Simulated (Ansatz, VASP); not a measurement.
**ZnO: VASP beside Ansatz**

File INCAR:

```
  ALGO = Normal
  EDIFF = 1E-6
  ENCUT = 600
  GGA_COMPAT = F
  ISIF = 2
  ISMEAR = -1
  LASPH = T
  LCHARG = F
  LREAL = F
  LWAVE = F
  NBANDS = 26
  NELM = 120
  PREC = Accurate
  SIGMA = 0.02
```

Contents of KPOINTS:

```
k-points
0
Gamma
  11 11 6
```

The input POSCAR:

```
ZnO
1.0
    3.2493987239      0.0000000000      0.0000000000
   -1.6246993619      2.8140618419      0.0000000000
    0.0000000000      0.0000000000      5.3599140000
Zn O
2 2
Direct
    0.3333333333      0.6666666667      0.0000000000
    0.6666666667      0.3333333333      0.5000000000
    0.3333333333      0.6666666667      0.3821000000
    0.6666666667      0.3333333333      0.8821000000
```

Input for Ansatz:

```yaml
crystal:
  lattice:
    - [3.2493987239, 0.0, 0.0]
    - [-1.6246993619, 2.8140618419, 0.0]
    - [0.0, 0.0, 5.359914]
  atoms:
    - { symbol: Zn, position: [0.3333333333, 0.6666666667, 0.0] }
    - { symbol: Zn, position: [0.6666666667, 0.3333333333, 0.5] }
    - { symbol: O, position: [0.3333333333, 0.6666666667, 0.3821] }
    - { symbol: O, position: [0.6666666667, 0.3333333333, 0.8821] }
kpoints:
  mp_grid: { grid: [11, 11, 6] }
  band_path:
    path:
      - [0.0, 0.0, 0.0]
      - [0.5, 0.0, 0.0]
      - [0.3333333333, 0.3333333333, 0.0]
      - [0.0, 0.0, 0.0]
      - [0.0, 0.0, 0.5]
      - [0.5, 0.0, 0.5]
      - [0.3333333333, 0.3333333333, 0.5]
      - [0.0, 0.0, 0.5]
      - [0.5, 0.0, 0.5]
    npoints: 5
scf:
  occupations: { method: fermi_dirac, width: 0.02 }
hamiltonian:
  xc: lda
  pseudopotentials: { kind: all_electron, lapw: { basis_error: 0.0005 } }
output:
  forces: true
  stress: true
  eigenvalues: true
```

Change from the starting cell: zz strain of +3 %.

Alike in both runs: task single point; functional LDA; k mesh 11 × 11 × 6; occupations fermi-dirac, width 0.02 eV; no spin polarisation.

|  | VASP | Ansatz |
| --- | --- | --- |
| version | VASP 6.6.1 | Ansatz 0.2.0 |
| potentials or method | VASP PAW LDA potentials, release 64 (Zn, O), cutoff 600 eV | all-electron LAPW, scalar-relativistic |

Ansatz gave:

```
pressure (GPa)                                                : -10.4
traceless stress, the component that is largest in VASP (GPa) : -3.02
rms of the force components (eV/Å)                            : 0.103
```

What did VASP give for the same quantities?

Pressure (GPa): -9.7; traceless stress, the component that is largest in VASP (GPa): -3.19; rms of the force components (eV/Å): 0.112.

LDA's correlation is that of Perdew and Zunger in VASP and of Perdew and Wang (1992) in Ansatz. Atom by atom the forces differ by 0.008 eV/Å (rms over components). Ansatz ran all-electron here, and VASP with PAW potentials.
